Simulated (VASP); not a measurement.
Runs of VASP 6.6.1 on HfNb2O7. The cell holds an amorphous packing of atoms, 20 atoms: a = 6.404 Å, b = 6.709 Å, c = 6.565 Å, α = 91.59°, β = 90.95°, γ = 86.62°. 

```csv
smearing,gap on the mesh (eV),pressure (GPa),largest force (eV/Å)
fermi-dirac 0.2361 eV,1.58,-5.9,4.30
fermi-dirac 0.3275 eV,0.44,(c),8.25
fermi-dirac 0.05 eV,(b),-3.0,1.94
fermi-dirac 0.131 eV,2.24,(a),(d)
```

Alike in all rows: task single point; level PBE; potentials or basis VASP PAW PBE potentials, release 64 (Hf_pv, O, Nb_sv); no spin polarisation; cell as given; k mesh 1 × 1 × 1; cutoff (eV) 520.

**Question.** Estimate the missing entries.

**Answer.** (a) -0.5; (b) 2.66; (c) 11.3; (d) 4.10.

Caveats: all runs use coarse meshes; spin-orbit coupling is left out, which moves the levels of the heavy elements.

A k mesh can miss the band edges, and the runs leave out spin-orbit coupling on Hf, Nb.
